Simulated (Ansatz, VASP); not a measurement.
Ga2ReF: VASP beside Ansatz

Contents of INCAR:

```
SYSTEM = Ga2ReF
PREC = Accurate ; ENCUT = 520
EDIFF = 1E-6 ; ISMEAR = 0
SIGMA = 0.1 ; LREAL = .False.
LASPH = .True. ; NELM = 150
ALGO = Normal ; ISIF = 2
LWAVE = .False. ; LCHARG = .False.
ISPIN = 2 ; MAGMOM = 0 0 1 0
LORBIT = 11 ; LMAXMIX = 4
GGA = PE ; NBANDS = 32
```

The input KPOINTS:

```
Automatic mesh
0
Gamma
  4 4 4
  0 0 0
```

Contents of POSCAR:

```
Ga2ReF
1.0
    4.0217395500      0.0000000000      0.0000000000
    0.0000000000      4.0217395500      0.0000000000
    0.0000000000      0.0000000000      3.8017840300
Ga Re F
2 1 1
Direct
    0.0000000000      0.5000000000      0.5000000000
    0.5000000000      0.0000000000      0.5000000000
    0.5000000000      0.5000000000      0.0000000000
    0.0000000000      0.0000000000      0.0000000000
```

Input for Ansatz:

```yaml
crystal:
  lattice:
    - [4.02173955, 0.0, 0.0]
    - [0.0, 4.02173955, 0.0]
    - [0.0, 0.0, 3.80178403]
  atoms:
    - { symbol: Ga, position: [0.0, 0.5, 0.5] }
    - { symbol: Ga, position: [0.5, 0.0, 0.5] }
    - { symbol: Re, position: [0.5, 0.5, 0.0], spin: 1.0 }
    - { symbol: F, position: [0.0, 0.0, 0.0] }
basis:
  ecutwfc: 420
kpoints:
  mp_grid: { grid: [4, 4, 4] }
hamiltonian:
  xc: pbe
scf:
  occupations: { method: gaussian, width: 0.1 }
  lower_state_search: "off"
output:
  forces: true
  stress: true
  eigenvalues: true
  populations: true
magnetization:
  spin_polarized: true
```

Change from the starting cell: species swapped into the YAgSn2 type (P4/mmm, No. 123).

Alike in both runs: task single point; functional PBE; k mesh 4 × 4 × 4; occupations gaussian, width 0.1 eV; collinear spin.

|  | VASP | Ansatz |
| --- | --- | --- |
| version | VASP 6.6.1 | Ansatz 0.2.0 |
| potentials or method | VASP PAW PBE potentials, release 64 (Ga_d, Re, F), cutoff 520 eV | scalar-relativistic, plane waves, PAW |
| valence electrons in the cell | 40 | 48 |

|  | VASP | Ansatz | Ansatz less VASP |
| --- | --- | --- | --- |
| gap on the k mesh at the Fermi level (eV) | none | none | - |
| pressure (GPa) | -3.1 | -3.1 | +0.04 |
| traceless stress, the component that is largest in VASP (GPa) | -10.95 | -10.88 | +0.071 |
| net moment per atom (μB) | 0.50 | 0.50 | 0.000 |
| size of the moment on the site where the two differ most (μB) | 1.78 | 1.56 | -0.223 |

Site moments also hang on the region over which each program counts them. A gap of «none» marks a metal or a gap that the smearing closes. VASP's potentials hold 40 valence electrons a cell and Ansatz's 48, so a difference there can come from the potentials and not from the codes.

The k mesh is coarse, so the values compare programs but aren't converged. Spin-orbit coupling is off throughout.
